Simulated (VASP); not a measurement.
# SiO2 (Cristobalite) (P4_12_12) in VASP: single point with PBE

Aim: the single point of SiO2 (Cristobalite) with PBE.

Everything below comes from runs of VASP 6.6.1. Logs are shortened: lines on timing, memory, paths and dates and some standing lists are left out, and cuts for length are marked.

## (1) The cell of the first run

Symmetry: P4_12_12, No. 92, tetragonal system. Conventional cell: a = 4.973 Å, b = 4.973 Å, c = 6.926 Å, α = 90.00°, β = 90.00°, γ = 90.00°. Si (site symmetry 2) has 4 O at 1.62 to 1.63 Å within 2.2 Å. Within 2.2 Å of O (site symmetry 1) lie 2 Si at 1.62 to 1.63 Å.

## (2) Single point, PBE

The input, INCAR:

```
ALGO = Normal
EDIFF = 1E-7
ENCUT = 520
GGA = PE
ISIF = 2
ISMEAR = -1
LASPH = T
LCHARG = F
LREAL = F
LWAVE = F
NBANDS = 44
NELM = 80
PREC = Accurate
SIGMA = 0.02
```

The input, KPOINTS:

```
k-points
0
Gamma
  5 5 4
```

The input, POSCAR:

```
SiO2
1.0
    4.9727000000      0.0000000000      0.0000000000
    0.0000000000      4.9727000000      0.0000000000
    0.0000000000      0.0000000000      6.9257000000
Si O
4 8
Direct
    0.3054898356      0.3054898356      0.0000000000
    0.1945101644      0.8054898356      0.2500000000
    0.6945101644      0.6945101644      0.5000000000
    0.8054898356      0.1945101644      0.7500000000
    0.2364506227      0.1166503406      0.1851604459
    0.3833496594      0.7364506227      0.4351604459
    0.7635493773      0.8833496594      0.6851604459
    0.6166503406      0.2635493773      0.9351604459
    0.7364506227      0.3833496594      0.5648395541
    0.8833496594      0.7635493773      0.3148395541
    0.2635493773      0.6166503406      0.0648395541
    0.1166503406      0.2364506227      0.8148395541
```

Potentials or basis: VASP PAW PBE potentials, release 64 (Si, O).

Command:

```bash
$ cat potpaw_PBE.64/Si/POTCAR potpaw_PBE.64/O/POTCAR > POTCAR
$ mpirun -np 1 vasp_std > vasp.out
```

OUTCAR:

```text
EDIFF = 1E-7
   ENCUT = 520
   GGA = PE
   ISIF = 2
   ISMEAR = -1
   LASPH = T
   LREAL = F
   NELM = 80
   PREC = Accurate

 ion  position               nearest neighbor table
   1  0.305  0.305  0.000-   8 1.62  11 1.62   5 1.63  12 1.63   2 3.08   4 3.08   2 3.08   4 3.08

   2  0.195  0.805  0.250-   5 1.62  10 1.62   6 1.63  11 1.63   1 3.08   3 3.08   1 3.08   3 3.08

   3  0.695  0.695  0.500-   6 1.62   9 1.62   7 1.63  10 1.63   2 3.08   4 3.08   4 3.08   2 3.08

   4  0.805  0.195  0.750-   7 1.62  12 1.62   9 1.63   8 1.63   1 3.08   3 3.08   3 3.08   1 3.08

   5  0.236  0.117  0.185-   2 1.62   1 1.63
   6  0.383  0.736  0.435-   3 1.62   2 1.63
   7  0.764  0.883  0.685-   4 1.62   3 1.63
   8  0.617  0.264  0.935-   1 1.62   4 1.63
   9  0.736  0.383  0.565-   3 1.62   4 1.63
  10  0.883  0.764  0.315-   2 1.62   3 1.63
  11  0.264  0.617  0.065-   1 1.62   2 1.63
  12  0.117  0.236  0.815-   4 1.62   1 1.63

  LATTYP: Found a simple tetragonal cell.
 ALAT       =     4.9727000000
 C/A-ratio  =     1.3927443843

  Lattice vectors:

 A1 = (   4.9727000000,   0.0000000000,   0.0000000000)
 A2 = (   0.0000000000,   4.9727000000,   0.0000000000)
 A3 = (   0.0000000000,   0.0000000000,   6.9257000000)

Analysis of symmetry for initial positions (statically):
=====================================================================
 Subroutine PRICEL returns:
 Original cell was already a primitive cell.

 Routine SETGRP: Setting up the symmetry group for a
 simple tetragonal supercell.

 Subroutine GETGRP returns: Found  8 space group operations
 (whereof  2 operations were pure point group operations)
 out of a pool of 16 trial point group operations.

The static configuration has the point symmetry C_2 .
 The point group associated with its full space group is D_4 .

Analysis of symmetry for dynamics (positions and initial velocities):
=====================================================================
 Subroutine PRICEL returns:
 Original cell was already a primitive cell.

 Routine SETGRP: Setting up the symmetry group for a
 simple tetragonal supercell.

 Subroutine GETGRP returns: Found  8 space group operations
 (whereof  2 operations were pure point group operations)
 out of a pool of 16 trial point group operations.

The dynamic configuration has the point symmetry C_2 .
 The point group associated with its full space group is D_4 .

 Subroutine INISYM returns: Found  8 space group operations
 (whereof  2 operations are pure point group operations),
 and found     1 'primitive' translations

----------------------------------------------------------------------------------------

                                     Primitive cell

  volume of cell :     171.2569

  direct lattice vectors                    reciprocal lattice vectors
     4.972700000  0.000000000  0.000000000     0.201097995  0.000000000  0.000000000
     0.000000000  4.972700000  0.000000000     0.000000000  0.201097995  0.000000000
     0.000000000  0.000000000  6.925700000     0.000000000  0.000000000  0.144389737

  length of vectors
     4.972700000  4.972700000  6.925700000     0.201097995  0.201097995  0.144389737

  position of ions in fractional coordinates (direct lattice)
     0.305489836  0.305489836  0.000000000
     0.194510164  0.805489836  0.250000000
     0.694510164  0.694510164  0.500000000
     0.805489836  0.194510164  0.750000000
     0.236450623  0.116650341  0.185160446
     0.383349659  0.736450623  0.435160446
     0.763549377  0.883349659  0.685160446
     0.616650341  0.263549377  0.935160446
     0.736450623  0.383349659  0.564839554
     0.883349659  0.763549377  0.314839554
     0.263549377  0.616650341  0.064839554
     0.116650341  0.236450623  0.814839554

  ion indices of the primitive-cell ions
   primitive index   ion index
                 1           1
                 2           2
                 3           3
                 4           4
                 5           5
                 6           6
                 7           7
                 8           8
                 9           9
                10          10
                11          11
                12          12

----------------------------------------------------------------------------------------

 KPOINTS: k-points

Automatic generation of k-mesh.
 Grid dimensions read from file:
 generate k-points for:    5    5    4

 Generating k-lattice:

  Cartesian coordinates                     Fractional coordinates (reciprocal lattice)
     0.040219599  0.000000000  0.000000000     0.200000000  0.000000000  0.000000000
     0.000000000  0.040219599  0.000000000     0.000000000  0.200000000  0.000000000
     0.000000000  0.000000000  0.036097434     0.000000000  0.000000000  0.250000000

  Length of vectors
     0.040219599  0.040219599  0.036097434

  Shift w.r.t. Gamma in fractional coordinates (k-lattice)
     0.000000000  0.000000000  0.000000000

 Subroutine IBZKPT returns following result:
 ===========================================

 Found     18 irreducible k-points:

 Following reciprocal coordinates:
            Coordinates               Weight
  0.000000  0.000000  0.000000      1.000000
  0.200000  0.000000  0.000000      4.000000
  0.400000  0.000000  0.000000      4.000000
  0.200000  0.200000  0.000000      4.000000
  0.400000  0.200000  0.000000      8.000000
  0.400000  0.400000  0.000000      4.000000
[... 10 lines left out ...]
  0.400000  0.200000  0.500000      8.000000
  0.400000  0.400000  0.500000      4.000000
   k-points           NKPTS =     18   k-points in BZ     NKDIM =     18   number of bands    NBANDS=     44
   number of dos      NEDOS =    301   number of ions     NIONS =     12
   total plane-waves  NPLWV =  86400
   dimension x,y,z NGX =    40 NGY =   40 NGZ =   54
   dimension x,y,z NGXF=    80 NGYF=   80 NGZF=  108
   ions per type =               4   8
   NGX,Y,Z   is equivalent  to a cutoff of  13.37, 13.37, 12.96 a.u.
   NGXF,Y,Z  is equivalent  to a cutoff of  26.75, 26.75, 25.92 a.u.
 SYSTEM =  unknown system
   PREC   = accura    normal or accurate (medium, high low for compatibility)
   ISTART =      0    job   : 0-new  1-cont  2-samecut
   ICHARG =      2    charge: 1-file 2-atom 10-const
   ISPIN  =      1    spin polarized calculation?
   LNONCOLLINEAR =      F non collinear calculations
   LSORBIT =      F    spin-orbit coupling
   LASPH  =      T    aspherical Exc in radial PAW
   ENCUT  =  520.0 eV  38.22 Ry    6.18 a.u.   9.25  9.25 12.88*2*pi/ulx,y,z
   NELM   =     80;   NELMIN=  2; NELMDL= -5     # of ELM steps
   EDIFF  = 0.1E-06   stopping-criterion for ELM
   LREAL  =      F    real-space projection
   EDIFFG = 0.1E-05   stopping-criterion for IOM
   NSW    =      0    number of steps for IOM
   IBRION =     -1    ionic relax: 0-MD 1-quasi-New 2-CG
   NFREE  =      0    steps in history (QN), initial steepest desc. (CG)
   ISIF   =      2    stress and relaxation
   ISYM   =      2    0-nonsym 1-usesym 2-fastsym
   POTIM  = 0.5000    time-step for ionic-motion
   TEBEG  =    0.0;   TEEND  =   0.0 temperature during run
   PSTRESS=    0.0 pullay stress
   NELECT =      64.0000    total number of electrons
   NUPDOWN=      -1.0000    fix difference up-down
   EMIN   =  10.00;   EMAX   =-10.00  energy-range for DOS
   EFERMI =   0.00;   METHOD = LEGACY
   ISMEAR =    -1;   SIGMA  =   0.02  broadening in eV -4-tet -1-fermi 0-gaus
   EFERMI_NEDOS =   21; number of points for ismear=-14 and -15
   IALGO  =     38    algorithm
   IMIX   =      4    mixing-type and parameters
     AMIX     =   0.40;   BMIX     =  1.00
     AMIX_MAG =   1.60;   BMIX_MAG =  1.00
  volume/ion in A,a.u.               =      14.27        96.31
  Fermi-wavevector in a.u.,A,eV,Ry     =   1.179194  2.228354 18.918895  1.390500
  Thomas-Fermi vector in A             =   2.315510
   LORBIT       =      0    0 simple, 1 ext, 2 COOP (PROOUT), +10 PAW based schemes
   GGA     = PE    functional components
   LHFCALC =     F    Hartree Fock is set to
   AEXX    =    0.0000 exact exchange contribution
   IVDW    =     0    specifies the selected vdW correction
   LEPSILON=     F    determine dielectric tensor
   LRPA    =     F    only Hartree local field effects (RPA)
 non-spin polarized calculation
  energy-cutoff  :      520.00
  volume of cell :      171.26
 maximum number of plane-waves:      4642
 NGX is ok and might be reduce to    40
   NGX = 19   NGY = 19   NGZ = 25

 number of electron      64.0000020 magnetization

 Free energy of the ion-electron system (eV)
  ---------------------------------------------------
  ext. energy  EPLUGINS =         0.00000000
  ---------------------------------------------------
  free energy    TOTEN  =       -94.88852353 eV

  energy without entropy =      -94.88852353  energy(sigma->0) =      -94.88852353

 E-fermi :   0.6107     XC(G=0):  -8.4891

 val. band max:        0.1520087628   @ k =   0.0000   0.0000   0.0000
 cond. band min:       5.7746572595   @ k =   0.0000   0.0000   0.0000
 fundamental gap:      5.6226484967
 Fermi energy:         0.6106953162

 k-point     1 :       0.0000    0.0000    0.0000
  band No.  band energies     occupation
      1     -19.2049      2.00000
      2     -18.3168      2.00000
      3     -18.3168      2.00000
      4     -17.1917      2.00000
      5     -17.1267      2.00000
      6     -17.1213      2.00000
[... 36 lines left out ...]
     43      11.4627      0.00000
     44      11.7837      0.00000

 k-point     2 :       0.2000    0.0000    0.0000
  band No.  band energies     occupation
      1     -19.1222      2.00000
      2     -18.3974      2.00000
      3     -18.2199      2.00000
      4     -17.2561      2.00000
      5     -17.1968      2.00000
      6     -17.1504      2.00000
[... 744 lines left out ...]
 k-point    18 :       0.4000    0.4000    0.5000
  band No.  band energies     occupation
      1     -18.4884      2.00000
      2     -18.4884      2.00000
      3     -18.0526      2.00000
      4     -18.0526      2.00000
      5     -17.1980      2.00000
      6     -17.1980      2.00000
[... 36 lines left out ...]
     43      10.7341      0.00000
     44      10.7341      0.00000

------------------------ aborting loop because EDIFF is reached ----------------------------------------

  FORCE on cell =-STRESS in cart. coord.  units (eV):
  Direction    XX          YY          ZZ          XY          YZ          ZX
  --------------------------------------------------------------------------------------
  -------------------------------------------------------------------------------------
  Total        1.6079571      1.6079571      1.1263520      0.0000000      0.0000000      0.0000000
  in kB       15.0430828     15.0430828     10.5374746      0.0000000      0.0000000      0.0000000
  external PRESSURE =      13.5412134 kB  Pullay stress =       0.0000000 kB

 VOLUME and BASIS-vectors are now :
 -----------------------------------------------------------------------------
  energy-cutoff  :      520.00
  volume of cell :      171.26
      direct lattice vectors                 reciprocal lattice vectors
     4.972700000  0.000000000  0.000000000     0.201097995  0.000000000  0.000000000
     0.000000000  4.972700000  0.000000000     0.000000000  0.201097995  0.000000000
     0.000000000  0.000000000  6.925700000     0.000000000  0.000000000  0.144389737

 POSITION                                       TOTAL-FORCE (eV/Angst)
 -----------------------------------------------------------------------------------
      1.51911      1.51911      0.00000        -0.001136     -0.001136      0.000000
      0.96724      4.00546      1.73142         0.001136     -0.001136      0.000000
      3.45359      3.45359      3.46285         0.001136      0.001136      0.000000
      4.00546      0.96724      5.19428        -0.001136      0.001136      0.000000
      1.17580      0.58007      1.28237         0.011775      0.014314     -0.006956
      1.90628      3.66215      3.01379        -0.014314      0.011775     -0.006956
      3.79690      4.39263      4.74522        -0.011775     -0.014314     -0.006956
      3.06642      1.31055      6.47664         0.014314     -0.011775     -0.006956
      3.66215      1.90628      3.91191         0.011775     -0.014314      0.006956
      4.39263      3.79690      2.18048        -0.014314     -0.011775      0.006956
      1.31055      3.06642      0.44906        -0.011775      0.014314      0.006956
      0.58007      1.17580      5.64333         0.014314      0.011775      0.006956
 -----------------------------------------------------------------------------------
    total drift:                               -0.000000      0.000000      0.000000

  FREE ENERGIE OF THE ION-ELECTRON SYSTEM (eV)
  ---------------------------------------------------
  free  energy   TOTEN  =       -94.8885235306 eV

  energy  without entropy=      -94.8885235306  energy(sigma->0) =      -94.88852353
```

Wall time 3.3 min (1 thread of Intel Xeon Platinum 8375C at 2.90GHz (Ice Lake), shared host); peak memory 0.3 GiB.

Results:

- Free energy: -94.8885 eV
- Pressure: 1.4 GPa
- Largest force: 0.020 eV/Å
- Band gap on the k mesh: 5.62 eV, direct

Forces on the atoms (eV/Å):
```
Si  -0.001 -0.001  0.000
Si   0.001 -0.001  0.000
Si   0.001  0.001  0.000
Si  -0.001  0.001  0.000
O    0.012  0.014 -0.007
O   -0.014  0.012 -0.007
O   -0.012 -0.014 -0.007
O    0.014 -0.012 -0.007
O    0.012 -0.014  0.007
O   -0.014 -0.012  0.007
O   -0.012  0.014  0.007
O    0.014  0.012  0.007
```

Stress tensor (GPa, compression positive):
```
1.50 0.00 0.00
0.00 1.50 0.00
0.00 0.00 1.05
```

Levels at points of the mesh, in eV from the valence-band top:
```
           k point  band 30  band 31  band 32  band 33  band 34  band 35
(0.00, 0.00, 0.00)    -0.34    -0.34     0.00     5.62     8.75     8.75
(0.00, 0.00, 0.50)    -0.55    -0.37    -0.37     6.90     6.90     9.29
```

A k mesh can miss the band edges.
